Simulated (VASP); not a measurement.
Input of a VASP 6.6.1 run:

The input INCAR:

```
SYSTEM = SnO2
PREC = Accurate
ENCUT = 520
EDIFF = 1E-7
ISMEAR = 0
SIGMA = 0.05
LREAL = .FALSE.
LASPH = .TRUE.
NELM = 80
ALGO = Normal
ISIF = 2
LWAVE = .FALSE.
LCHARG = .FALSE.
GGA = PE
NBANDS = 20
```

The input KPOINTS:

```
regular mesh
0
G
  12 12 12
  0 0 0
```

POSCAR

```
SnO2
1.0
    1.6450283737      0.9497575744      5.0042302243
   -1.6450283737      0.9497575744      5.0042302243
    0.0000000000     -1.8995151487      5.0042302243
Sn O
1 2
Direct
    0.5000000000      0.5000000000      0.5000000000
    0.2233609734      0.2233609734      0.2233609734
    0.7766390266      0.7766390266      0.7766390266
```

Potentials or basis: VASP PAW PBE potentials, release 64 (Sn_d, O).

The run is started by

```sh
$ cat potpaw_PBE.64/Sn_d/POTCAR potpaw_PBE.64/O/POTCAR > POTCAR
$ mpirun -np 1 vasp_std > vasp.out
```

(1) Predict the pressure.

(2) Predict the largest force.

(3) What does it give for the band gap on the k mesh?

Results:

(1) 6.9 GPa.

(2) 1.790 eV/Å.

(3) 1.89 eV (least direct gap 2.57 eV).

Caveat: the cell differs from its parent crystal (atoms shifted along a free coordinate); the cell stands under pressure; spin-orbit coupling is left out, which moves the levels of the heavy elements; forces of over 1 eV/Å act on the atoms, so gaps and moduli don't describe the material at rest.
